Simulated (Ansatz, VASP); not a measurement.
**One calculation of EuO, two programs**

```
CELL_PARAMETERS angstrom
0.00000 2.57195 2.57195
2.57195 0.00000 2.57195
2.57195 2.57195 0.00000
ATOMIC_POSITIONS crystal
Eu 0.00000 0.00000 0.00000
O 0.50000 0.50000 0.50000
```

Alike in both runs: task single point; functional LDA; k mesh 9 × 9 × 9; collinear spin; Hubbard terms Eu f U = 4.0 eV.

```csv
,VASP,Ansatz
version,VASP 6.6.1,Ansatz 0.2.0
potentials or method,"VASP PAW PBE potentials, release 64 (Eu, O), cutoff 600 eV","plane waves, PAW"
occupations,"fermi-dirac, width 0.1 eV",fermi-dirac
valence electrons in the cell,23,23
```

Ansatz gave:

| Item | Value |
| --- | --- |
| gap on the k mesh at the Fermi level (eV) | none |
| net moment per atom (μB) | 3.50 |
| size of the moment on the site where the two differ most (μB) | 6.71 |

**Question.** Estimate VASP's values.

**Answer.** gap on the k mesh at the Fermi level (eV): none; net moment per atom (μB): 3.49; size of the moment on the site where the two differ most (μB): 6.70.

VASP's potentials were made for PBE, not for LDA. LDA's correlation is that of Perdew and Zunger in VASP and of Perdew and Wang (1992) in Ansatz. Site moments also hang on the region over which each program counts them. The programs project onto different local orbitals, so the same U acts differently, and such runs can settle in different states. A gap of «none» marks a metal or a gap that the smearing closes. Ansatz's warnings: filled band counts differ across k points, stability check not made.

Spin-orbit coupling is off throughout.
